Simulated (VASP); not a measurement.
Crystal: PtC3.

```
CELL_PARAMETERS angstrom
3.66313 0.00000 0.00000
0.00000 3.66313 0.00000
0.00000 0.00000 2.86129
ATOMIC_POSITIONS crystal
Pt 0.00000 0.00000 0.00000
C 0.00000 0.50000 0.50000
C 0.50000 0.00000 0.50000
C 0.50000 0.50000 0.00000
```

* Program: VASP 6.6.1
* Task: relaxation of cell and atoms
* Functional: PBE
* Potentials or basis: VASP PAW PBE potentials, release 64 (Pt, C)
* Cutoff: 600 eV
* k mesh: 12 × 12 × 16
* Occupations: gaussian, width 0.1 eV
* Spin: no spin polarisation

At the start: pressure -0.3 GPa; volume 9.60 Å³/atom.

**Question.** Where does the relaxation end?

**Answer.** Over 9 steps the energy falls by 2.5 meV/atom; space group P4/mmm (No. 123, to 0.05 Å).

The path:
| step | energy change (eV) | largest force (eV/Å) | pressure (GPa) | volume (Å³) |
| --- | --- | --- | --- | --- |
| 1 | 0.0000 | 0.0000 | -0.30 | 38.39 |
| 2 | -0.0031 | 0.0000 | 0.24 | 38.29 |
| 3 | -0.0071 | 0.0000 | 1.99 | 37.99 |
| 4 | -0.0083 | 0.0000 | 1.64 | 38.06 |
| 5 | -0.0096 | 0.0000 | 0.68 | 38.25 |
| 6 | -0.0099 | 0.0000 | 0.44 | 38.29 |
| 7 | -0.0101 | 0.0000 | 0.15 | 38.35 |
| 8 | -0.0100 | 0.0000 | -0.45 | 38.45 |
| 9 | -0.0101 | 0.0000 | 0.03 | 38.38 |

Final structure:
```cif
data_structure
_symmetry_space_group_name_H-M 'P 1'
_symmetry_Int_Tables_number 1
_cell_length_a 3.6147
_cell_length_b 3.6147
_cell_length_c 2.9372
_cell_angle_alpha 90.000
_cell_angle_beta 90.000
_cell_angle_gamma 90.000
_cell_volume 38.38
loop_
_atom_site_label
_atom_site_type_symbol
_atom_site_fract_x
_atom_site_fract_y
_atom_site_fract_z
_atom_site_occupancy
Pt1 Pt 0.00000 0.00000 0.00000 1
C1 C 0.00000 0.50000 0.50000 1
C2 C 0.50000 0.00000 0.50000 1
C3 C 0.50000 0.50000 0.00000 1
```
